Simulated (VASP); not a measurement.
Al:

```xyz
1
Lattice="0.0000 2.0248 2.0248 2.0248 0.0000 2.0248 2.0248 2.0248 0.0000" Properties=species:S:1:pos:R:3 pbc="T T T"
Al    0.0000    0.0000    0.0000
```

- Program: VASP 6.6.1
- Task: relaxation of cell and atoms
- Functional: r2SCAN
- Dispersion: D3(BJ)
- Potentials or basis: VASP PAW PBE potentials, release 64 (Al)
- Cutoff: 600 eV
- k mesh: 11 × 11 × 11
- Occupations: fermi-dirac, width 0.05 eV
- Spin: no spin polarisation

At the start: pressure -5.2 GPa; volume 16.60 Å³/atom.

**Question.** Where does the relaxation end?

**Answer.** Over 3 steps the energy falls by 17.3 meV/atom and the volume is 15.60 Å³/atom (-6.1 %); space group Fm-3m (No. 225, to 0.05 Å).

The path:
| step | energy change (eV) | largest force (eV/Å) | pressure (GPa) | volume (Å³) |
| --- | --- | --- | --- | --- |
| 1 | 0.0000 | 0.0000 | -5.20 | 16.60 |
| 2 | -0.0160 | 0.0000 | 1.67 | 15.34 |
| 3 | -0.0173 | 0.0000 | 0.03 | 15.60 |

Final structure:
```cif
data_structure
_symmetry_space_group_name_H-M 'P 1'
_symmetry_Int_Tables_number 1
_cell_length_a 2.8045
_cell_length_b 2.8045
_cell_length_c 2.8045
_cell_angle_alpha 60.000
_cell_angle_beta 60.000
_cell_angle_gamma 60.000
_cell_volume 15.60
loop_
_atom_site_label
_atom_site_type_symbol
_atom_site_fract_x
_atom_site_fract_y
_atom_site_fract_z
_atom_site_occupancy
Al1 Al 0.00000 0.00000 0.00000 1
```

The cell as given is a measured one (16.60 Å³/atom); r2SCAN+D3(BJ) puts the equilibrium volume -6.1 % from it, thermal expansion not counted.

Caveat: the PAW data sets were made with another functional, which shifts forces and pressure a little; pairwise dispersion overbinds metals, which lowers pressure and volume.
